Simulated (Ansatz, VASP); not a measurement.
Si3Ge: VASP beside Ansatz

```
Si Ge
1.0
     3.88810    0.00000    0.00000
     0.00000    3.88810    0.00000
     0.00000    0.00000    5.48368
Si Ge
3 1
Direct
  0.50000 0.00000 0.75488
  0.50000 0.50000 0.00000
  0.00000 0.50000 0.24512
  0.00000 0.00000 0.50000
```

Alike in both runs: task single point; functional PBE0; k mesh 4 × 4 × 4; no spin polarisation.

|  | VASP | Ansatz |
| --- | --- | --- |
| version | VASP 6.6.1 | Ansatz 0.2.0 |
| potentials or method | VASP PAW PBE potentials, release 64 (Si, Ge_d) | plane waves, PAW |
| plane-wave cutoff (eV) | 520 | 420 |
| occupations | gaussian, width 0.01 eV | fixed |
| valence electrons in the cell | 26 | 26 |

Ansatz gave:

```
gap on the k mesh at the Fermi level (eV)                     : 1.58
pressure (GPa)                                                : 0.0
traceless stress, the component that is largest in VASP (GPa) : -0.67
rms of the force components (eV/Å)                            : 0.014
```

Q: Estimate VASP's values.

A: gap on the k mesh at the Fermi level (eV): 1.62; pressure (GPa): -0.3; traceless stress, the component that is largest in VASP (GPa): -0.70; rms of the force components (eV/Å): 0.018.

Atom by atom the forces differ by 0.004 eV/Å (rms over components). Ansatz's warnings: stress exchange threshold loose, stress scf threshold loose.
